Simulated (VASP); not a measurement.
# MoS2 (P-3m1) in VASP: notebook, part 2 of 2

VASP 6.6.1.

## Step 3: Single point, PBE+D3(BJ)

File INCAR:

```
PREC = Accurate
ENCUT = 520
EDIFF = 1E-6
ISMEAR = 0
SIGMA = 0.05
LREAL = F
LASPH = T
NELM = 80
ALGO = Normal
ISIF = 2
LWAVE = F
LCHARG = T
GGA = PE
IVDW = 12
LELF = T
LVHAR = T
NBANDS = 35
```

File KPOINTS:

```
regular mesh
0
Gamma
  12 12 4
```

File POSCAR:

```
MoS2
1.0
    3.2753000000      0.0000000000      0.0000000000
   -1.6376500000      2.8364930050      0.0000000000
    0.0000000000      0.0000000000     11.8781000000
Mo S
2 4
Direct
    0.6666666667      0.3333333333      0.2501439769
    0.3333333333      0.6666666667      0.7498560231
    0.3333333333      0.6666666667      0.3795985159
    0.6666666667      0.3333333333      0.8793132861
    0.3333333333      0.6666666667      0.1206867139
    0.6666666667      0.3333333333      0.6204014841
```

Potentials or basis: VASP PAW PBE potentials, release 64 (Mo_sv, S).

Launch:

```
$ cat potpaw_PBE.64/Mo_sv/POTCAR potpaw_PBE.64/S/POTCAR > POTCAR
$ mpirun -np 1 vasp_std > vasp.out
```

OUTCAR:

```text
PREC = Accurate
   ENCUT = 520
   EDIFF = 1E-6
   ISMEAR = 0
   LREAL = F
   LASPH = T
   NELM = 80
   ISIF = 2
   GGA = PE
   IVDW = 12
 IVDW          = 12

 ion  position               nearest neighbor table
   1  0.667  0.333  0.250-   3 2.44   3 2.44   3 2.44   5 2.44   5 2.44   5 2.44
   2  0.333  0.667  0.750-   6 2.44   6 2.44   6 2.44   4 2.44   4 2.44   4 2.44
   3  0.333  0.667  0.380-   1 2.44   1 2.44   1 2.44
   4  0.667  0.333  0.879-   2 2.44   2 2.44   2 2.44
   5  0.333  0.667  0.121-   1 2.44   1 2.44   1 2.44
   6  0.667  0.333  0.620-   2 2.44   2 2.44   2 2.44

  LATTYP: Found a hexagonal cell.
 ALAT       =     3.2753000000
 C/A-ratio  =     3.6265685586

  Lattice vectors:

 A1 = (   3.2753000000,   0.0000000000,   0.0000000000)
 A2 = (  -1.6376500000,   2.8364930050,   0.0000000000)
 A3 = (   0.0000000000,   0.0000000000,  11.8781000000)

Analysis of symmetry for initial positions (statically):
=====================================================================
 Subroutine PRICEL returns:
 Original cell was already a primitive cell.

 Routine SETGRP: Setting up the symmetry group for a
 hexagonal supercell.

 Subroutine GETGRP returns: Found 12 space group operations
 (whereof 12 operations were pure point group operations)
 out of a pool of 24 trial point group operations.

The static configuration has the point symmetry D_3d.

Analysis of symmetry for dynamics (positions and initial velocities):
=====================================================================
 Subroutine PRICEL returns:
 Original cell was already a primitive cell.

 Routine SETGRP: Setting up the symmetry group for a
 hexagonal supercell.

 Subroutine GETGRP returns: Found 12 space group operations
 (whereof 12 operations were pure point group operations)
 out of a pool of 24 trial point group operations.

The dynamic configuration has the point symmetry D_3d.

 Subroutine INISYM returns: Found 12 space group operations
 (whereof 12 operations are pure point group operations),
 and found     1 'primitive' translations

[... 126 lines left out ...]
   LORBIT       =      0    0 simple, 1 ext, 2 COOP (PROOUT), +10 PAW based schemes
   GGA     = PE    functional components
   LHFCALC =     F    Hartree Fock is set to
   AEXX    =    0.0000 exact exchange contribution
   IVDW    =    12    specifies the selected vdW correction
   LEPSILON=     F    determine dielectric tensor
   LRPA    =     F    only Hartree local field effects (RPA)
 non-spin polarized calculation
 Gauss-broadening in eV      SIGMA  =   0.05
  energy-cutoff  :      520.00
  volume of cell :      110.35
 maximum number of plane-waves:      3012
   NGX = 13   NGY = 13   NGZ = 45

 number of electron      52.0000001 magnetization

 Free energy of the ion-electron system (eV)
  ---------------------------------------------------
  ext. energy  EPLUGINS =         0.00000000
  ---------------------------------------------------
  free energy    TOTEN  =       -43.42492666 eV

  energy without entropy =      -43.42492666  energy(sigma->0) =      -43.42492666

 E-fermi :   7.6135     XC(G=0): -10.7176

 val. band max:        7.4197072651   @ k =   0.0000   0.0000   0.0000
 cond. band min:       7.8292607022   @ k =   0.3333   0.3333   0.0000
 fundamental gap:      0.4095534371
 Fermi energy:         7.6135489006

 k-point     1 :       0.0000    0.0000    0.0000
  band No.  band energies     occupation
      1     -54.4411      2.00000
      2     -54.4411      2.00000
      3     -28.5214      2.00000
      4     -28.5213      2.00000
      5     -28.4180      2.00000
      6     -28.4180      2.00000
[... 901 lines left out ...]
     34       9.6680      0.00000
     35      13.7154      0.00000

 [... further k-points ...]

------------------------ aborting loop because EDIFF is reached ----------------------------------------

 Edisp (eV)   -2.46627

 E8    (eV) :    -0.9947

  FORCE on cell =-STRESS in cart. coord.  units (eV):
  Direction    XX          YY          ZZ          XY          YZ          ZX
  --------------------------------------------------------------------------------------
  -------------------------------------------------------------------------------------
  Total      -7.27388    -7.27388    -1.22606     0.00000    -0.00000     0.00000
  in kB    -105.60805  -105.60805   -17.80088     0.00000    -0.00000     0.00000
  external pressure =      -76.34 kB  Pullay stress =        0.00 kB

 VOLUME and BASIS-vectors are now :
 -----------------------------------------------------------------------------
  energy-cutoff  :      520.00
  volume of cell :      110.35
      direct lattice vectors                 reciprocal lattice vectors
     3.275300000  0.000000000  0.000000000     0.305315544  0.176274011  0.000000000
    -1.637650000  2.836493005  0.000000000     0.000000000  0.352548023  0.000000000
     0.000000000  0.000000000 11.878100000     0.000000000  0.000000000  0.084188549

 POSITION                                       TOTAL-FORCE (eV/Angst)
 -----------------------------------------------------------------------------------
      1.63765      0.94550      2.97124         0.000000     -0.000000     -0.001472
     -0.00000      1.89100      8.90686        -0.000000      0.000000      0.001472
     -0.00000      1.89100      4.50891         0.000000      0.000000     -0.254556
      1.63765      0.94550     10.44457        -0.000000      0.000000     -0.251385
     -0.00000      1.89100      1.43353         0.000000      0.000000      0.251385
      1.63765      0.94550      7.36919        -0.000000      0.000000      0.254556
 -----------------------------------------------------------------------------------
    total drift:                               -0.000000      0.000000      0.000000

  FREE ENERGIE OF THE ION-ELECTRON SYSTEM (eV)
  ---------------------------------------------------
  free  energy   TOTEN  =       -45.8911968023 eV

  energy  without entropy=      -45.8911968023  energy(sigma->0) =      -45.89119680
```

stdout:

```text
POSCAR found type information on POSCAR MoS
 POSCAR found :  2 types and       6 ions
 scaLAPACK will be used
 LDA part: xc-table for (Slater+PW92), standard interpolation
 POSCAR, INCAR and KPOINTS ok, starting setup
 FFT: planning ... GRIDC
 FFT: planning ... GRID_SOFT
 FFT: planning ... GRID
 WAVECAR not read
 entering main loop
```

It took 2.5 min on 1 thread of Intel Xeon Platinum 8488C (Sapphire Rapids), shared host; peak memory 0.36 GiB.

Results:

* Free energy: -45.8912 eV
* Pressure: -7.6 GPa
* Largest force: 0.255 eV/Å
* Band gap on the k mesh: 0.41 eV (least direct gap 1.33 eV)
* Dispersion energy per atom: -0.411 eV

Forces in eV/Å, atoms in the order of the input:
```
Mo   0.000  0.000 -0.001
Mo   0.000  0.000  0.001
S    0.000  0.000 -0.255
S    0.000  0.000 -0.251
S    0.000  0.000  0.251
S    0.000  0.000  0.255
```

Caveat: the stress differs along the axes, from -11 to -2 GPa.
